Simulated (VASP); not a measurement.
# Li2Se (Fm-3m) in VASP: a series of runs

The runs below take Li2Se through single point, with PBEsol.

All numbers are computed with VASP 6.6.1; they aren't measurements. Logs are shortened: lines on timing, memory, paths and dates and some standing lists are left out, and cuts for length are marked.

## Step 1: The cell of the first run

The structure is cubic, space group Fm-3m (No. 225). The conventional cell has a = 6.084 Å, b = 6.084 Å, c = 6.084 Å, α = 90.00°, β = 90.00°, γ = 90.00°. Within 3.5 Å of Li (site symmetry -43m) lie 4 Se at 2.63 Å and 6 Li at 3.04 Å. Within 3.5 Å of Se (site symmetry m-3m) lie 8 Li at 2.63 Å.

## Step 2: Single point, PBEsol

The input, INCAR:

```
SYSTEM = Li2Se
ALGO     = Normal         ! electronic algorithm
EDIFF    = 1E-6           ! SCF threshold, eV
ENCUT    = 750            ! plane-wave cutoff, eV
GGA      = PS             ! functional
GGA_COMPAT= .FALSE.      
ISIF     = 2              ! what is computed and relaxed
ISMEAR   = 0              ! smearing method
LASPH    = .TRUE.         ! aspherical terms in the spheres
LCHARG   = .FALSE.        ! write CHGCAR
LREAL    = .FALSE.        ! projectors in reciprocal space
LWAVE    = .FALSE.        ! write WAVECAR
NBANDS   = 13             ! bands
NELM     = 120            ! most SCF steps
PREC     = Accurate       ! precision mode
SIGMA    = 0.01           ! smearing width, eV
```

The input, KPOINTS:

```
k-points
0
G
  5 5 5
  0 0 0
```

The input, POSCAR:

```
Li2Se
1.0
    0.0000000000      3.0420111100      3.0420111100
    3.0420111100      0.0000000000      3.0420111100
    3.0420111100      3.0420111100      0.0000000000
Li Se
2 1
Direct
    0.2500000000      0.2500000000      0.2500000000
    0.7500000000      0.7500000000      0.7500000000
    0.0000000000      0.0000000000      0.0000000000
```

Potentials or basis: VASP PAW PBE potentials, release 64 (Li_sv, Se).

Started as:

```console
cat potpaw_PBE.64/Li_sv/POTCAR potpaw_PBE.64/Se/POTCAR > POTCAR
mpirun -np 1 vasp_std > vasp.out
```

OUTCAR:

```text
SYSTEM = Li2Se
   EDIFF = 1E-6
   ENCUT = 750
   GGA = PS
   ISIF = 2
   ISMEAR = 0
   LASPH = .TRUE.
   LREAL = .FALSE.
   NELM = 120
   PREC = Accurate

 ion  position               nearest neighbor table
   1  0.250  0.250  0.250-   3 2.63   3 2.63   3 2.63   3 2.63
   2  0.750  0.750  0.750-   3 2.63   3 2.63   3 2.63   3 2.63
   3  0.000  0.000  0.000-   2 2.63   2 2.63   2 2.63   1 2.63   1 2.63   1 2.63   2 2.63   1 2.63

  LATTYP: Found a face centered cubic cell.
 ALAT       =     6.0840222200

  Lattice vectors:

 A1 = (   0.0000000000,   3.0420111100,   3.0420111100)
 A2 = (   3.0420111100,   0.0000000000,   3.0420111100)
 A3 = (   3.0420111100,   3.0420111100,   0.0000000000)

Analysis of symmetry for initial positions (statically):
=====================================================================
 Subroutine PRICEL returns:
 Original cell was already a primitive cell.

 Routine SETGRP: Setting up the symmetry group for a
 face centered cubic supercell.

 Subroutine GETGRP returns: Found 48 space group operations
 (whereof 48 operations were pure point group operations)
 out of a pool of 48 trial point group operations.

The static configuration has the point symmetry O_h .

Analysis of symmetry for dynamics (positions and initial velocities):
=====================================================================
 Subroutine PRICEL returns:
 Original cell was already a primitive cell.

 Routine SETGRP: Setting up the symmetry group for a
 face centered cubic supercell.

 Subroutine GETGRP returns: Found 48 space group operations
 (whereof 48 operations were pure point group operations)
 out of a pool of 48 trial point group operations.

The dynamic configuration has the point symmetry O_h .

 Subroutine INISYM returns: Found 48 space group operations
 (whereof 48 operations are pure point group operations),
 and found     1 'primitive' translations

----------------------------------------------------------------------------------------

                                     Primitive cell

  volume of cell :      56.3005

  direct lattice vectors                    reciprocal lattice vectors
     0.000000000  3.042011110  3.042011110    -0.164364949  0.164364949  0.164364949
     3.042011110  0.000000000  3.042011110     0.164364949 -0.164364949  0.164364949
     3.042011110  3.042011110  0.000000000     0.164364949  0.164364949 -0.164364949

  length of vectors
     4.302053369  4.302053369  4.302053369     0.284688442  0.284688442  0.284688442

  position of ions in fractional coordinates (direct lattice)
     0.250000000  0.250000000  0.250000000
     0.750000000  0.750000000  0.750000000
     0.000000000  0.000000000  0.000000000

  ion indices of the primitive-cell ions
   primitive index   ion index
                 1           1
                 2           2
                 3           3

----------------------------------------------------------------------------------------

 KPOINTS: k-points

Automatic generation of k-mesh.
 Grid dimensions read from file:
 generate k-points for:    5    5    5

 Generating k-lattice:

  Cartesian coordinates                     Fractional coordinates (reciprocal lattice)
    -0.032872990  0.032872990  0.032872990     0.200000000  0.000000000  0.000000000
     0.032872990 -0.032872990  0.032872990     0.000000000  0.200000000  0.000000000
     0.032872990  0.032872990 -0.032872990     0.000000000  0.000000000  0.200000000

  Length of vectors
     0.056937688  0.056937688  0.056937688

  Shift w.r.t. Gamma in fractional coordinates (k-lattice)
     0.000000000  0.000000000  0.000000000

 Subroutine IBZKPT returns following result:
 ===========================================

 Found     10 irreducible k-points:

 Following reciprocal coordinates:
            Coordinates               Weight
  0.000000  0.000000  0.000000      1.000000
  0.200000  0.000000  0.000000      8.000000
  0.400000  0.000000  0.000000      8.000000
  0.200000  0.200000  0.000000      6.000000
  0.400000  0.200000  0.000000     24.000000
 -0.400000  0.200000  0.000000     24.000000
 -0.200000  0.200000  0.000000     12.000000
  0.400000  0.400000  0.000000      6.000000
 -0.400000  0.400000  0.000000     12.000000
 -0.400000  0.400000  0.200000     24.000000
   k-points           NKPTS =     10   k-points in BZ     NKDIM =     10   number of bands    NBANDS=     13
   number of dos      NEDOS =    301   number of ions     NIONS =      3
   total plane-waves  NPLWV =  64000
   dimension x,y,z NGX =    40 NGY =   40 NGZ =   40
   dimension x,y,z NGXF=    80 NGYF=   80 NGZF=   80
   ions per type =               2   1
   NGX,Y,Z   is equivalent  to a cutoff of  15.46, 15.46, 15.46 a.u.
   NGXF,Y,Z  is equivalent  to a cutoff of  30.91, 30.91, 30.91 a.u.
 SYSTEM =  Li2Se
   PREC   = accura    normal or accurate (medium, high low for compatibility)
   ISTART =      0    job   : 0-new  1-cont  2-samecut
   ICHARG =      2    charge: 1-file 2-atom 10-const
   ISPIN  =      1    spin polarized calculation?
   LNONCOLLINEAR =      F non collinear calculations
   LSORBIT =      F    spin-orbit coupling
   LASPH  =      T    aspherical Exc in radial PAW
   ENCUT  =  750.0 eV  55.12 Ry    7.42 a.u.   9.61  9.61  9.61*2*pi/ulx,y,z
   NELM   =    120;   NELMIN=  2; NELMDL= -5     # of ELM steps
   EDIFF  = 0.1E-05   stopping-criterion for ELM
   LREAL  =      F    real-space projection
   EDIFFG = 0.1E-04   stopping-criterion for IOM
   NSW    =      0    number of steps for IOM
   IBRION =     -1    ionic relax: 0-MD 1-quasi-New 2-CG
   NFREE  =      0    steps in history (QN), initial steepest desc. (CG)
   ISIF   =      2    stress and relaxation
   ISYM   =      2    0-nonsym 1-usesym 2-fastsym
   POTIM  = 0.5000    time-step for ionic-motion
   TEBEG  =    0.0;   TEEND  =   0.0 temperature during run
   PSTRESS=    0.0 pullay stress
   NELECT =      12.0000    total number of electrons
   NUPDOWN=      -1.0000    fix difference up-down
   EMIN   =  10.00;   EMAX   =-10.00  energy-range for DOS
   EFERMI =   0.00;   METHOD = LEGACY
   ISMEAR =     0;   SIGMA  =   0.01  broadening in eV -4-tet -1-fermi 0-gaus
   EFERMI_NEDOS =   21; number of points for ismear=-14 and -15
   IALGO  =     38    algorithm
   IMIX   =      4    mixing-type and parameters
     AMIX     =   0.40;   BMIX     =  1.00
     AMIX_MAG =   1.60;   BMIX_MAG =  1.00
  volume/ion in A,a.u.               =      18.77       126.64
  Fermi-wavevector in a.u.,A,eV,Ry     =   0.977908  1.847977 13.011294  0.956303
  Thomas-Fermi vector in A             =   2.108642
   LORBIT       =      0    0 simple, 1 ext, 2 COOP (PROOUT), +10 PAW based schemes
   GGA     = PS    functional components
   LHFCALC =     F    Hartree Fock is set to
   AEXX    =    0.0000 exact exchange contribution
   IVDW    =     0    specifies the selected vdW correction
   LEPSILON=     F    determine dielectric tensor
   LRPA    =     F    only Hartree local field effects (RPA)
 non-spin polarized calculation
 Gauss-broadening in eV      SIGMA  =   0.01
  energy-cutoff  :      750.00
  volume of cell :       56.30
 maximum number of plane-waves:      2685
 NGX is ok and might be reduce to    40
   NGX = 19   NGY = 19   NGZ = 19

 number of electron      12.0000003 magnetization

 Free energy of the ion-electron system (eV)
  ---------------------------------------------------
  ext. energy  EPLUGINS =         0.00000000
  ---------------------------------------------------
  free energy    TOTEN  =       -11.53298988 eV

  energy without entropy =      -11.53298988  energy(sigma->0) =      -11.53298988

 E-fermi :   0.8280     XC(G=0):  -8.2358

 val. band max:        0.7046045635   @ k =   0.0000   0.0000   0.0000
 cond. band min:       3.7835824148   @ k =   0.0000   0.0000   0.0000
 fundamental gap:      3.0789778513
 Fermi energy:         0.8280030108

 k-point     1 :       0.0000    0.0000    0.0000
  band No.  band energies     occupation
      1     -43.3851      2.00000
      2     -43.3633      2.00000
      3     -10.6039      2.00000
      4       0.7046      2.00000
      5       0.7046      2.00000
      6       0.7046      2.00000
      7       3.7836      0.00000
      8       6.2500      0.00000
      9       6.2500      0.00000
     10       6.2500      0.00000
     11      11.1200      0.00000
     12      11.1200      0.00000
     13      11.3570      0.00000

 k-point     2 :       0.2000    0.0000    0.0000
  band No.  band energies     occupation
      1     -43.3829      2.00000
      2     -43.3653      2.00000
      3     -10.4952      2.00000
      4      -0.5863      2.00000
      5       0.5082      2.00000
      6       0.5082      2.00000
      7       4.7182      0.00000
      8       6.6881      0.00000
      9       6.6881      0.00000
     10       7.0360      0.00000
     11       9.5381      0.00000
     12       9.5381      0.00000
     13      11.5842      0.00000

 k-point     3 :       0.4000    0.0000    0.0000
  band No.  band energies     occupation
      1     -43.3772      2.00000
      2     -43.3705      2.00000
      3     -10.3025      2.00000
      4      -1.9151      2.00000
      5       0.2445      2.00000
      6       0.2445      2.00000
      7       5.4650      0.00000
      8       6.6408      0.00000
      9       6.6408      0.00000
     10       8.1589      0.00000
     11      10.8351      0.00000
     12      10.8351      0.00000
     13      12.4558      0.00000

 k-point     4 :       0.2000    0.2000    0.0000
  band No.  band energies     occupation
      1     -43.3824      2.00000
      2     -43.3657      2.00000
      3     -10.4600      2.00000
      4      -0.3841      2.00000
      5       0.1276      2.00000
      6       0.1276      2.00000
      7       4.8282      0.00000
      8       6.4144      0.00000
      9       7.3820      0.00000
     10       7.3820      0.00000
     11       8.3383      0.00000
     12      11.7281      0.00000
     13      12.5593      0.00000

 k-point     5 :       0.4000    0.2000    0.0000
  band No.  band energies     occupation
      1     -43.3786      2.00000
      2     -43.3691      2.00000
      3     -10.2944      2.00000
      4      -1.4579      2.00000
      5      -0.1981      2.00000
      6      -0.1599      2.00000
      7       5.0828      0.00000
      8       7.2193      0.00000
      9       7.3280      0.00000
     10       7.8348      0.00000
     11      10.0214      0.00000
     12      12.1746      0.00000
     13      13.0113      0.00000

 k-point     6 :      -0.4000    0.2000    0.0000
  band No.  band energies     occupation
      1     -43.3745      2.00000
      2     -43.3731      2.00000
      3     -10.2245      2.00000
      4      -1.8432      2.00000
      5      -0.5498      2.00000
      6      -0.0244      2.00000
      7       5.6519      0.00000
      8       6.8337      0.00000
      9       7.5827      0.00000
     10       8.9192      0.00000
     11      10.2639      0.00000
     12      10.3142      0.00000
     13      13.0842      0.00000

 k-point     7 :      -0.2000    0.2000    0.0000
  band No.  band energies     occupation
      1     -43.3798      2.00000
      2     -43.3681      2.00000
      3     -10.3568      2.00000
      4      -1.2508      2.00000
      5      -0.3312      2.00000
      6       0.3856      2.00000
      7       5.6873      0.00000
      8       6.6145      0.00000
      9       7.4686      0.00000
     10       7.6837      0.00000
     11       8.2083      0.00000
     12      11.7883      0.00000
     13      13.0657      0.00000

 k-point     8 :       0.4000    0.4000    0.0000
  band No.  band energies     occupation
      1     -43.3781      2.00000
      2     -43.3694      2.00000
      3     -10.2102      2.00000
      4      -1.3725      2.00000
      5      -0.5673      2.00000
      6      -0.5673      2.00000
      7       3.8170      0.00000
      8       6.6800      0.00000
      9       9.7414      0.00000
     10       9.7414      0.00000
     11      10.5697      0.00000
     12      13.3231      0.00000
     13      13.3238      0.00000

 k-point     9 :      -0.4000    0.4000    0.0000
  band No.  band energies     occupation
      1     -43.3759      2.00000
      2     -43.3715      2.00000
      3     -10.1652      2.00000
      4      -1.3679      2.00000
      5      -1.1443      2.00000
      6      -0.5002      2.00000
      7       4.3609      0.00000
      8       7.4026      0.00000
      9       9.2480      0.00000
     10       9.7256      0.00000
     11      10.5048      0.00000
     12      10.8841      0.00000
     13      13.1822      0.00000

 k-point    10 :      -0.4000    0.4000    0.2000
  band No.  band energies     occupation
      1     -43.3755      2.00000
      2     -43.3719      2.00000
      3     -10.1883      2.00000
      4      -1.4632      2.00000
      5      -0.9119      2.00000
      6      -0.5393      2.00000
      7       5.4477      0.00000
      8       6.9210      0.00000
      9       7.8822      0.00000
     10       9.8623      0.00000
     11      10.1103      0.00000
     12      10.7109      0.00000
     13      13.5967      0.00000

------------------------ aborting loop because EDIFF is reached ----------------------------------------

  FORCE on cell =-STRESS in cart. coord.  units (eV):
  Direction    XX          YY          ZZ          XY          YZ          ZX
  --------------------------------------------------------------------------------------
  -------------------------------------------------------------------------------------
  Total       -0.7450724     -0.7450724     -0.7450724      0.0000000      0.0000000      0.0000000
  in kB      -21.2029698    -21.2029698    -21.2029698      0.0000000      0.0000000      0.0000000
  external PRESSURE =     -21.2029698 kB  Pullay stress =       0.0000000 kB

 VOLUME and BASIS-vectors are now :
 -----------------------------------------------------------------------------
  energy-cutoff  :      750.00
  volume of cell :       56.30
      direct lattice vectors                 reciprocal lattice vectors
     0.000000000  3.042011110  3.042011110    -0.164364949  0.164364949  0.164364949
     3.042011110  0.000000000  3.042011110     0.164364949 -0.164364949  0.164364949
     3.042011110  3.042011110  0.000000000     0.164364949  0.164364949 -0.164364949

 POSITION                                       TOTAL-FORCE (eV/Angst)
 -----------------------------------------------------------------------------------
      1.52101      1.52101      1.52101        -0.000000     -0.000000     -0.000000
      4.56302      4.56302      4.56302         0.000000      0.000000      0.000000
      0.00000      0.00000      0.00000         0.000000     -0.000000     -0.000000
 -----------------------------------------------------------------------------------
    total drift:                                0.000000     -0.000000      0.000000

  FREE ENERGIE OF THE ION-ELECTRON SYSTEM (eV)
  ---------------------------------------------------
  free  energy   TOTEN  =       -11.5329898759 eV

  energy  without entropy=      -11.5329898759  energy(sigma->0) =      -11.53298988
```

Run time: 33 s. Hardware: 1 thread of AMD EPYC 7R13, shared host; peak memory 0.2 GiB.

What came out:

- Free energy: -11.5330 eV
- Pressure: -2.1 GPa
- Band gap on the k mesh: 3.08 eV, direct

Caveat: the PAW data sets were made with another functional, which shifts forces and pressure a little. A k mesh can miss the band edges.

## Step 3: Single point, PBEsol

This run uses another cell than the first one, of 19.49 Å³/atom, 1.038 times its volume.

The input, INCAR:

```
SYSTEM = Li2Se
PREC = Accurate
ENCUT = 750
EDIFF = 1E-6
ISMEAR = 0
SIGMA = 0.01
LREAL = .FALSE.
LASPH = .TRUE.
NELM = 120
ALGO = Normal
ISIF = 2
LWAVE = .FALSE.
LCHARG = .FALSE.
GGA = PS
NBANDS = 13
GGA_COMPAT = .FALSE.
```

The input, KPOINTS:

```
Automatic mesh
0
G
  5 5 5
  0 0 0
```

The input, POSCAR:

```
Li2Se
1.0
    0.0000000000      3.0805216679      3.0805216679
    3.0805216679      0.0000000000      3.0805216679
    3.0805216679      3.0805216679      0.0000000000
Li Se
2 1
Direct
    0.2500000000      0.2500000000      0.2500000000
    0.7500000000      0.7500000000      0.7500000000
    0.0000000000      0.0000000000      0.0000000000
```

Potentials or basis: VASP PAW PBE potentials, release 64 (Li_sv, Se).

Started as:

```console
cat potpaw_PBE.64/Li_sv/POTCAR potpaw_PBE.64/Se/POTCAR > POTCAR
mpirun -np 1 vasp_std > vasp.out
```

Wall time 24 s (1 thread of AMD EPYC 7R13, shared host); peak memory 0.2 GiB.

The run converged. Its results:

```
Free energy            : -11.4986 eV
Pressure               : -3.1 GPa
Band gap on the k mesh : 2.93 eV, direct
```

Levels at points of the mesh, in eV from the valence-band top:
| k point | band 3 | band 4 | band 5 | band 6 | band 7 | band 8 | band 9 | band 10 |
| --- | --- | --- | --- | --- | --- | --- | --- | --- |
| (0.00, 0.00, 0.00) | -11.22 | 0.00 | 0.00 | 0.00 | 2.93 | 5.52 | 5.52 | 5.52 |

Caveat: the PAW data sets were made with another functional, which shifts forces and pressure a little. A k mesh can miss the band edges.
